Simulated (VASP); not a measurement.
# TaWC2 (R-3m) in VASP: single point with PBEsol

Aim: the single point of TaWC2 with PBEsol.

Program: VASP 6.6.1. These are calculated values, not measurements. Logs are shortened: lines on timing, memory, paths and dates and some standing lists are left out, and cuts for length are marked.

## 1. The cell of the first run

It takes space group R-3m (No. 166, trigonal). The conventional cell has a = 3.144 Å, b = 3.144 Å, c = 15.305 Å, α = 90.00°, β = 90.00°, γ = 120.00°. Within 2.9 Å of W (site symmetry -3m) lie 6 C at 2.21 Å. Within 2.9 Å of Ta (site symmetry -3m) lie 6 C at 2.23 Å. Within 2.9 Å of C (site symmetry 3m) lie 3 W at 2.21 Å and 3 Ta at 2.23 Å.

## 2. Single point, PBEsol, non-collinear spin, zero start, spin-orbit coupling

The input, INCAR:

```
SYSTEM = TaWC2
PREC = Accurate
ENCUT = 520
EDIFF = 1E-7
ISMEAR = -1
SIGMA = 0.05
LREAL = .False.
LASPH = .True.
NELM = 150
ALGO = Fast
ISIF = 2
LWAVE = .False.
LCHARG = .False.
MAGMOM = 0 0 0 0 0 0 0 0 0 0 0 0
LORBIT = 11
LSORBIT = .True.
GGA_COMPAT = .False.
LORBMOM = .True.
LMAXMIX = 4
GGA = PS
NBANDS = 47
```

The input, KPOINTS:

```
regular mesh
0
Gamma
  10 10 10
  0 0 0
```

The input, POSCAR:

```
TaWC2
1.0
    1.5718551461      0.9075109917      5.1016196719
   -1.5718551461      0.9075109917      5.1016196719
    0.0000000000     -1.8150219835      5.1016196719
W Ta C
1 1 2
Direct
    0.0000000000      0.0000000000      0.0000000000
    0.5000000000      0.5000000000      0.5000000000
    0.2509330000      0.2509330000      0.2509330000
    0.7490670000      0.7490670000      0.7490670000
```

Potentials or basis: VASP PAW PBE potentials, release 64 (W_sv, Ta_pv, C).

Run with:

```
$ cat potpaw_PBE.64/W_sv/POTCAR potpaw_PBE.64/Ta_pv/POTCAR potpaw_PBE.64/C/POTCAR > POTCAR
$ mpirun -np 1 vasp_ncl > vasp.out
```

OUTCAR:

```text
SYSTEM = TaWC2
   PREC = Accurate
   ENCUT = 520
   EDIFF = 1E-7
   ISMEAR = -1
   LREAL = .False.
   LASPH = .True.
   NELM = 150
   ISIF = 2
   LORBIT = 11
   LSORBIT = .True.
   GGA = PS

 ion  position               nearest neighbor table
   1  0.000  0.000  0.000-   4 2.21   4 2.21   3 2.21   3 2.21   4 2.21   3 2.21   2 3.13   2 3.13
                             2 3.13   2 3.13   2 3.13   2 3.13
   2  0.500  0.500  0.500-   3 2.23   3 2.23   4 2.23   4 2.23   3 2.23   4 2.23   1 3.13   1 3.13
                             1 3.13   1 3.13   1 3.13   1 3.13
   3  0.251  0.251  0.251-   1 2.21   1 2.21   1 2.21   2 2.23   2 2.23   2 2.23
   4  0.749  0.749  0.749-   1 2.21   1 2.21   1 2.21   2 2.23   2 2.23   2 2.23

  LATTYP: Found a trigonal (rhomboedric) cell.
 ALAT       =     5.4148710120
 COS(alpha) =     0.8314693846

  Lattice vectors:

 A1 = (   1.5718551461,   0.9075109917,   5.1016196719)
 A2 = (  -1.5718551461,   0.9075109917,   5.1016196719)
 A3 = (   0.0000000000,  -1.8150219835,   5.1016196719)

Analysis of symmetry for initial positions (statically):
=====================================================================
 Subroutine PRICEL returns:
 Original cell was already a primitive cell.

 Routine SETGRP: Setting up the symmetry group for a
 trigonal (rhombohedral) supercell.

 Subroutine GETGRP returns: Found 12 space group operations
 (whereof 12 operations were pure point group operations)
 out of a pool of 12 trial point group operations.

The static configuration has the point symmetry D_3d.

Analysis of symmetry for dynamics (positions and initial velocities):
=====================================================================
 Subroutine PRICEL returns:
 Original cell was already a primitive cell.

 Routine SETGRP: Setting up the symmetry group for a
 trigonal (rhombohedral) supercell.

 Subroutine GETGRP returns: Found 12 space group operations
 (whereof 12 operations were pure point group operations)
 out of a pool of 12 trial point group operations.

The dynamic configuration has the point symmetry D_3d.

Analysis of structural, dynamic, and magnetic symmetry:
=====================================================================
 Subroutine PRICEL returns:
 Original cell was already a primitive cell.

 Routine SETGRP: Setting up the symmetry group for a
 trigonal (rhombohedral) supercell.

 Subroutine GETGRP returns: Found 12 space group operations
 (whereof 12 operations were pure point group operations)
 out of a pool of 12 trial point group operations.

The overall configuration has the point symmetry D_3d.

 Subroutine INISYM returns: Found 12 space group operations
 (whereof 12 operations are pure point group operations),
 and found     1 'primitive' translations

----------------------------------------------------------------------------------------

                                     Primitive cell

  volume of cell :      43.6640

  direct lattice vectors                    reciprocal lattice vectors
     1.571855146  0.907510992  5.101619672     0.318095469  0.183652505  0.065338727
    -1.571855146  0.907510992  5.101619672    -0.318095469  0.183652505  0.065338727
     0.000000000 -1.815021984  5.101619672     0.000000000 -0.367305009  0.065338727

  length of vectors
     5.414871012  5.414871012  5.414871012     0.373071198  0.373071198  0.373071198

  position of ions in fractional coordinates (direct lattice)
     0.000000000  0.000000000  0.000000000
     0.500000000  0.500000000  0.500000000
     0.250933000  0.250933000  0.250933000
     0.749067000  0.749067000  0.749067000

  ion indices of the primitive-cell ions
   primitive index   ion index
                 1           1
                 2           2
                 3           3
                 4           4

----------------------------------------------------------------------------------------

 KPOINTS: regular mesh

Automatic generation of k-mesh.
 Grid dimensions read from file:
 generate k-points for:   10   10   10

 Generating k-lattice:

  Cartesian coordinates                     Fractional coordinates (reciprocal lattice)
     0.031809547  0.018365250  0.006533873     0.100000000  0.000000000  0.000000000
    -0.031809547  0.018365250  0.006533873     0.000000000  0.100000000  0.000000000
     0.000000000 -0.036730501  0.006533873    -0.000000000 -0.000000000  0.100000000

  Length of vectors
     0.037307120  0.037307120  0.037307120

  Shift w.r.t. Gamma in fractional coordinates (k-lattice)
     0.000000000  0.000000000  0.000000000

 Subroutine IBZKPT returns following result:
 ===========================================

 Found    116 irreducible k-points:

 Following reciprocal coordinates:
            Coordinates               Weight
  0.000000  0.000000  0.000000      1.000000
[... 61 lines left out ...]
     AMIX     =   0.40;   BMIX     =  1.00
     AMIX_MAG =   1.60;   BMIX_MAG =  1.00
  volume/ion in A,a.u.               =      10.92        73.66
  Fermi-wavevector in a.u.,A,eV,Ry     =   1.491208  2.817975 30.255294  2.223701
  Thomas-Fermi vector in A             =   2.603892
   LORBIT       =     11    0 simple, 1 ext, 2 COOP (PROOUT), +10 PAW based schemes
   GGA     = PS    functional components
   LHFCALC =     F    Hartree Fock is set to
   AEXX    =    0.0000 exact exchange contribution
   IVDW    =     0    specifies the selected vdW correction
   LEPSILON=     F    determine dielectric tensor
   LRPA    =     F    only Hartree local field effects (RPA)
 RMM-DIIS sequential band-by-band and
  energy-cutoff  :      520.00
  volume of cell :       43.66
 maximum number of plane-waves:      2380
   NGX = 21   NGY = 21   NGZ = 21

 number of electron      33.0000000 magnetization       0.0000000      0.0000000      0.0000000

 number of electron      33.0000000 magnetization      -0.0000000     -0.0000000     -0.0000000

 number of electron      33.0000000 magnetization       0.0000000     -0.0000000     -0.0000000

 number of electron      33.0000000 magnetization      -0.0000000      0.0000000      0.0000000

 Free energy of the ion-electron system (eV)
  ---------------------------------------------------
  ext. energy  EPLUGINS =         0.00000000
  ---------------------------------------------------
  free energy    TOTEN  =       -47.94423323 eV

  energy without entropy =      -47.92898962  energy(sigma->0) =      -47.93661143

 E-fermi :  10.0817     XC(G=0): -13.5226

 val. band max:       10.0754921169   @ k =  -0.1000   0.2000   0.1000
 cond. band min:      10.0833719404   @ k =   0.4000   0.2000   0.0000
 fundamental gap:      0.0078798235
 Fermi energy:        10.0817215787

 k-point     1 :       0.0000    0.0000    0.0000
  band No.  band energies     occupation
      1     -65.1903      1.00000
      2     -65.1903      1.00000
      3     -35.2457      1.00000
      4     -35.2457      1.00000
      5     -30.6133      1.00000
      6     -30.6133      1.00000
[... 1141 lines left out ...]
     44      13.7527      0.00000
     45      16.1233      0.00000

 [... further k-points ...]

 [bands above 45 left out]

------------------------ aborting loop because EDIFF is reached ----------------------------------------

  FORCE on cell =-STRESS in cart. coord.  units (eV):
  Direction    XX          YY          ZZ          XY          YZ          ZX
  --------------------------------------------------------------------------------------
  -------------------------------------------------------------------------------------
  Total       -2.5500889     -2.5500889     -2.5548784      0.0000000      0.0000000      0.0000000
  in kB      -93.5711909    -93.5711909    -93.7469356      0.0000000      0.0000000      0.0000000
  external PRESSURE =     -93.6297725 kB  Pullay stress =       0.0000000 kB

 VOLUME and BASIS-vectors are now :
 -----------------------------------------------------------------------------
  energy-cutoff  :      520.00
  volume of cell :       43.66
      direct lattice vectors                 reciprocal lattice vectors
     1.571855146  0.907510992  5.101619672     0.318095469  0.183652505  0.065338727
    -1.571855146  0.907510992  5.101619672    -0.318095469  0.183652505  0.065338727
     0.000000000 -1.815021984  5.101619672     0.000000000 -0.367305009  0.065338727

 POSITION                                       TOTAL-FORCE (eV/Angst)
 -----------------------------------------------------------------------------------
      0.00000      0.00000      0.00000         0.000000     -0.000000      0.000000
      0.00000     -0.00000      7.65243         0.000000     -0.000000      0.000000
      0.00000     -0.00000      3.84049         0.000000     -0.000000      0.076644
      0.00000     -0.00000     11.46436         0.000000      0.000000     -0.076644
 -----------------------------------------------------------------------------------
    total drift:                                0.000000      0.000000     -0.000000

  FREE ENERGIE OF THE ION-ELECTRON SYSTEM (eV)
  ---------------------------------------------------
  free  energy   TOTEN  =       -47.9442332310 eV

  energy  without entropy=      -47.9289896210  energy(sigma->0) =      -47.93661143

 orbital moment (x)

 # of ion     p       d       tot
 ----------------------------------------
  1         0.000  -0.000  -0.000
  2        -0.000   0.000   0.000
  3        -0.000   0.000  -0.000
  4        -0.000   0.000  -0.000
 ----------------------------------------
           -0.000   0.000   0.000

 orbital moment (y)

 # of ion     p       d       tot
 ----------------------------------------
  1        -0.000   0.000  -0.000
  2         0.000   0.000   0.000
  3         0.000   0.000   0.000
  4        -0.000   0.000  -0.000
 ----------------------------------------
            0.000   0.000   0.000

 orbital moment (z)

 # of ion     p       d       tot
 ----------------------------------------
  1        -0.000   0.000   0.000
  2         0.000   0.000   0.000
  3        -0.000   0.000  -0.000
  4        -0.000   0.000  -0.000
 ----------------------------------------
           -0.000   0.000   0.000

 Spin-Orbit-Coupling matrix elements

 Ion:    1  E_soc:     -1.4823386
 l=   1
     0.0000000    -0.2188076    -0.2187236
    -0.2188076     0.0000000    -0.2188076
    -0.2187236    -0.2188076     0.0000000
 l=   2
     0.0000000    -0.0052585     0.0000000    -0.0052585    -0.0230732
    -0.0052585     0.0000000    -0.0179914    -0.0047405    -0.0052585
     0.0000000    -0.0179914     0.0000000    -0.0179914     0.0000000
    -0.0052585    -0.0047405    -0.0179914     0.0000000    -0.0052585
    -0.0230732    -0.0052585     0.0000000    -0.0052585     0.0000000
 l=   3
     0.0000000     0.0000000     0.0000000     0.0000000     0.0000000     0.0000000     0.0000000
     0.0000000     0.0000000     0.0000000     0.0000000     0.0000000     0.0000000     0.0000000
     0.0000000     0.0000000     0.0000000     0.0000000     0.0000000     0.0000000     0.0000000
     0.0000000     0.0000000     0.0000000     0.0000000     0.0000000     0.0000000     0.0000000
[... 49 lines left out ...]
 l=   2
     0.0000000     0.0000000     0.0000000     0.0000000     0.0000000
     0.0000000     0.0000000     0.0000000     0.0000000     0.0000000
     0.0000000     0.0000000     0.0000000     0.0000000     0.0000000
     0.0000000     0.0000000     0.0000000     0.0000000     0.0000000
     0.0000000     0.0000000     0.0000000     0.0000000     0.0000000
 l=   3
     0.0000000     0.0000000     0.0000000     0.0000000     0.0000000     0.0000000     0.0000000
     0.0000000     0.0000000     0.0000000     0.0000000     0.0000000     0.0000000     0.0000000
     0.0000000     0.0000000     0.0000000     0.0000000     0.0000000     0.0000000     0.0000000
     0.0000000     0.0000000     0.0000000     0.0000000     0.0000000     0.0000000     0.0000000
     0.0000000     0.0000000     0.0000000     0.0000000     0.0000000     0.0000000     0.0000000
     0.0000000     0.0000000     0.0000000     0.0000000     0.0000000     0.0000000     0.0000000
     0.0000000     0.0000000     0.0000000     0.0000000     0.0000000     0.0000000     0.0000000

 total charge

# of ion       s       p       d       tot
------------------------------------------
    1        2.311   6.362   3.368  12.040
    2        0.299   6.265   2.404   8.968
    3        0.854   1.561   0.000   2.415
    4        0.854   1.561   0.000   2.415
--------------------------------------------------
tot          4.318  15.748   5.772  25.838

 magnetization (x)

# of ion       s       p       d       tot
------------------------------------------
    1        0.000   0.000   0.000   0.000
    2        0.000   0.000   0.000   0.000
    3        0.000   0.000   0.000   0.000
    4        0.000   0.000   0.000   0.000
--------------------------------------------------
tot          0.000   0.000   0.000   0.000

 magnetization (y)

# of ion       s       p       d       tot
------------------------------------------
    1        0.000   0.000   0.000   0.000
    2       -0.000   0.000  -0.000  -0.000
    3        0.000   0.000   0.000   0.000
    4        0.000   0.000   0.000   0.000
--------------------------------------------------
tot         -0.000   0.000  -0.000  -0.000

 magnetization (z)

# of ion       s       p       d       tot
------------------------------------------
    1        0.000   0.000   0.000   0.000
    2        0.000   0.000   0.000   0.000
    3        0.000   0.000   0.000   0.000
    4        0.000   0.000   0.000   0.000
--------------------------------------------------
tot          0.000   0.000   0.000   0.000
```

Run time: 29 min. Hardware: 1 thread of Oxide Virtual Turin-like, shared host; peak memory 0.69 GiB.

What came out:

* Free energy: -47.9442 eV
* Pressure: -9.4 GPa
* Largest force: 0.077 eV/Å
* Net moment: 0.00 μB per cell
* Valence electrons inside the program's atomic spheres: W 12.04; Ta 8.97; C 2.42

Forces in eV/Å, atoms in the order of the input:
```
W    0.000  0.000  0.000
Ta   0.000  0.000  0.000
C    0.000  0.000  0.077
C    0.000  0.000 -0.077
```

Moments on the atoms (μB; x, y, z):
```
W   0.00 0.00 0.00
Ta  0.00 0.00 0.00
C   0.00 0.00 0.00
C   0.00 0.00 0.00
```

Caveat: the cell stands under tension; the PAW data sets were made with another functional, which shifts forces and pressure a little.
